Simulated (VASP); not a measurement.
RbIr3, 4 atoms in the cell. Symmetry: Pm-3m, No. 221, cubic system. The conventional cell has a = 4.422 Å, b = 4.422 Å, c = 4.422 Å, α = 90.00°, β = 90.00°, γ = 90.00°. Within 4.1 Å of Rb (site symmetry m-3m) lie 12 Ir at 3.13 Å. Within 4.1 Å of Ir (site symmetry 4/mmm) lie 4 Rb at 3.13 Å and 8 Ir at 3.13 Å. 

```yaml
Program: VASP 6.6.1
Task: relaxation of cell and atoms
Functional: PBE
Potentials_or_basis: VASP PAW PBE potentials, release 64 (Rb_sv, Ir)
Cutoff: 600 eV
k_mesh: 4 × 4 × 4
Occupations: gaussian, width 0.1 eV
Spin: no spin polarisation
Dipole_correction: no
Further_INCAR_settings: ALGO = Normal; EDIFF = 1e-07; IBRION = 2; EDIFFG = -0.04; NSW = 90; ISIF = 3
```

Potentials or basis: VASP PAW PBE potentials, release 64 (Rb_sv, Ir).

The run is started by

```console
$ cat potpaw_PBE.64/Rb_sv/POTCAR potpaw_PBE.64/Ir/POTCAR > POTCAR
$ mpirun -np 1 vasp_std > vasp.out
```

Hardware: 1 thread of Intel(R) Xeon(R) Platinum 8488C (Sapphire Rapids) (shared host).

Q: How long does it take, and how much memory?

A: It took 74 s on 1 thread of Intel(R) Xeon(R) Platinum 8488C (Sapphire Rapids), on a shared host, peak memory 0.22 GiB. Counts: scf iterations 46, k points 10, ion steps 4.
